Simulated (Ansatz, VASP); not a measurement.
# In3Ga5As8 in VASP and in Ansatz

The input POSCAR:

```
In3Ga5As8
1.0
    0.0000000000      5.8052000000      5.8052000000
    5.8052000000      0.0000000000      5.8052000000
    5.8052000000      5.8052000000      0.0000000000
In Ga As
3 5 8
Direct
   -0.0000727132     -0.0000727132     -0.0014600198
   -0.0000727132      0.5016054462     -0.0014600198
    0.5016054462     -0.0000727132     -0.0014600198
   -0.0005740746     -0.0005740746      0.5017222239
    0.0000597414      0.4998922867      0.5001556851
    0.4998922867      0.0000597414      0.5001556851
    0.5003172301      0.5003172301     -0.0009516903
    0.4998922867      0.4998922867      0.5001556851
    0.1194311163      0.1194311163      0.1417066511
    0.1298783231      0.1298783231      0.6105698766
    0.1354352143      0.6147263777      0.1351120304
    0.1298783231      0.6296734773      0.6105698766
    0.6147263777      0.1354352143      0.1351120304
    0.6296734773      0.1298783231      0.6105698766
    0.6147263777      0.6147263777      0.1351120304
    0.6252033006      0.6252033006      0.6243900983
```

The input INCAR.step1:

```
SYSTEM = In3Ga5As8
PREC = Accurate ; ENCUT = 550
ISMEAR = 0 ; SIGMA = 0.01
LREAL = .False. ; LASPH = .True.
NELM = 120 ; NBANDS = 86
GGA = PE ; ALGO = Normal
EDIFF = 1E-5 ; LWAVE = .True.
LCHARG = .False. ; GGA_COMPAT = .False.
```

File INCAR.step2:

```
SYSTEM = In3Ga5As8
PREC = Accurate ; ENCUT = 550
EDIFF = 1E-6 ; ISMEAR = 0
SIGMA = 0.01 ; LREAL = .False.
LASPH = .True. ; NELM = 120
ALGO = Normal ; ISIF = 2
LWAVE = .False. ; LCHARG = .False.
METAGGA = R2SCAN ; LMIXTAU = .True.
NBANDS = 86 ; ISTART = 1
GGA_COMPAT = .False.
```

The input KPOINTS:

```
Automatic mesh
0
Gamma
  3 3 3
  0 0 0
```

Input for Ansatz:

```yaml
crystal:
  lattice:
    - [0.0, 5.8052, 5.8052]
    - [5.8052, 0.0, 5.8052]
    - [5.8052, 5.8052, 0.0]
  atoms:
    - { symbol: In, position: [-7.27132e-05, -7.27132e-05, -0.0014600198] }
    - { symbol: Ga, position: [-0.0005740746, -0.0005740746, 0.5017222239] }
    - { symbol: In, position: [-7.27132e-05, 0.5016054462, -0.0014600198] }
    - { symbol: Ga, position: [5.97414e-05, 0.4998922867, 0.5001556851] }
    - { symbol: As, position: [0.1194311163, 0.1194311163, 0.1417066511] }
    - { symbol: As, position: [0.1298783231, 0.1298783231, 0.6105698766] }
    - { symbol: As, position: [0.1354352143, 0.6147263777, 0.1351120304] }
    - { symbol: As, position: [0.1298783231, 0.6296734773, 0.6105698766] }
    - { symbol: In, position: [0.5016054462, -7.27132e-05, -0.0014600198] }
    - { symbol: Ga, position: [0.4998922867, 5.97414e-05, 0.5001556851] }
    - { symbol: Ga, position: [0.5003172301, 0.5003172301, -0.0009516903] }
    - { symbol: Ga, position: [0.4998922867, 0.4998922867, 0.5001556851] }
    - { symbol: As, position: [0.6147263777, 0.1354352143, 0.1351120304] }
    - { symbol: As, position: [0.6296734773, 0.1298783231, 0.6105698766] }
    - { symbol: As, position: [0.6147263777, 0.6147263777, 0.1351120304] }
    - { symbol: As, position: [0.6252033006, 0.6252033006, 0.6243900983] }
scf:
  occupations: { method: gaussian, width: 0.01 }
  n_extra_bands: 12
output:
  eigenvalues: true
  eigenstates: { kpoints: [[0, 0, 0]], e_range: [-2, 2] }
hamiltonian:
  xc: r2scan
kpoints:
  mp_grid: { grid: [3, 3, 3] }
```

Alike in both runs: task single point; functional r2SCAN; k mesh 3 × 3 × 3; occupations gaussian, width 0.01 eV; no spin polarisation.

```csv
,VASP,Ansatz
version,VASP 6.6.1,Ansatz 0.2.0
potentials or method,"VASP PAW PBE potentials, release 64 (In_d, Ga_d, As)","scalar-relativistic, plane waves, PAW"
plane-wave cutoff (eV),550,500
valence electrons in the cell,144,224
```

Ansatz gave:

```
gap on the k mesh at the Fermi level (eV) : 0.33
least direct gap on the mesh (eV)         : 0.33
```

Task: What did VASP give for the same quantities?

Result: gap on the k mesh at the Fermi level (eV): 0.31; least direct gap on the mesh (eV): 0.31.

VASP's potentials were made for PBE, not for r2SCAN. With one functional, cell and mesh, what is left measures potentials, basis and numerics. VASP's potentials hold 144 valence electrons a cell and Ansatz's 224, so a difference there can come from the potentials and not from the codes.
